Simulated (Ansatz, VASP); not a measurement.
Two plane-wave programs on Ti2SnTe3

```
CELL_PARAMETERS angstrom
5.26053 0.00000 0.00000
-2.63027 4.55576 0.00000
0.00000 0.00000 6.33688
ATOMIC_POSITIONS crystal
Ti 0.00000 0.00000 0.20518
Ti 0.00000 0.00000 0.79482
Sn 0.33333 0.66667 0.00000
Te 0.33333 0.66667 0.50000
Te 0.66667 0.33333 0.00000
Te 0.66667 0.33333 0.50000
```

Change from the starting cell: species swapped into the Eu2Ge3Au type (P-6m2, No. 187).

Alike in both runs: task single point; functional PBE; k mesh 6 × 6 × 4; occupations gaussian, width 0.1 eV; collinear spin.

|  | VASP | Ansatz |
| --- | --- | --- |
| version | VASP 6.6.1 | Ansatz 0.2.0 |
| potentials or method | VASP PAW PBE potentials, release 64 (Ti_sv, Sn_d, Te), cutoff 520 eV | scalar-relativistic, plane waves, PAW |
| valence electrons in the cell | 56 | 86 |

|  | VASP | Ansatz | Ansatz less VASP |
| --- | --- | --- | --- |
| gap on the k mesh at the Fermi level (eV) | none | none | - |
| pressure (GPa) | -0.1 | -0.1 | 0.00 |
| rms of the force components (eV/Å) | 0.003 | 0.009 | +0.0059 |
| net moment per atom (μB) | 0.00 | 0.00 | -0.001 |

Atom by atom the forces differ by 0.006 eV/Å (rms over components). A gap of «none» marks a metal or a gap that the smearing closes. VASP's potentials hold 56 valence electrons a cell and Ansatz's 86, so a difference there can come from the potentials and not from the codes. Ansatz's warnings: seeded moment not kept.

Neither program's run includes spin-orbit coupling.
